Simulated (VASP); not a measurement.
A run of VASP 6.6.1:

INCAR

```
SYSTEM = VMo2S4
ALGO = Normal
EDIFF = 1E-6
ENCUT = 520
ISIF = 2
ISMEAR = 0
LASPH = .TRUE.
LCHARG = .FALSE.
LDAU = .TRUE.
LDAUJ = 0 0 0
LDAUL = 2 2 -1
LDAUPRINT = 1
LDAUTYPE = 2
LDAUU = 8 8 0
LMAXMIX = 4
LREAL = .FALSE.
LWAVE = .FALSE.
NBANDS = 42
NELM = 150
PREC = Accurate
SIGMA = 0.05
```

Contents of KPOINTS:

```
k-points
0
G
  6 6 4
  0 0 0
```

Contents of POSCAR:

```
VMo2S4
1.0
    6.4134742100     -1.6179999600      0.0000000000
    6.4134742100      1.6179999600      0.0000000000
   -2.4843052300      0.0000000000      5.4054441900
V Mo S
1 2 4
Direct
    0.0000000000      0.0000000000      0.0000000000
    0.7439000000      0.7439000000      0.6904000000
    0.2561000000      0.2561000000      0.3096000000
    0.6325000000      0.6325000000      0.9726000000
    0.3675000000      0.3675000000      0.0274000000
    0.1062000000      0.1062000000      0.4493000000
    0.8938000000      0.8938000000      0.5507000000
```

Potentials or basis: VASP PAW LDA potentials, release 64 (V_sv, Mo_sv, S).

Command:

```sh
$ cat potpaw_LDA.64/V_sv/POTCAR potpaw_LDA.64/Mo_sv/POTCAR potpaw_LDA.64/S/POTCAR > POTCAR
$ mpirun -np 1 vasp_std > vasp.out
```

Hardware: 1 thread of AMD EPYC 7R43 64-Core Processor (Zen 3) (shared host).

Question: How long does it take, and how much memory?

Answer: Run time: 29 min on 1 thread of AMD EPYC 7R43 64-Core Processor (Zen 3) (shared host), peak memory 0.41 GiB. Counts: scf iterations 56, k points 47.
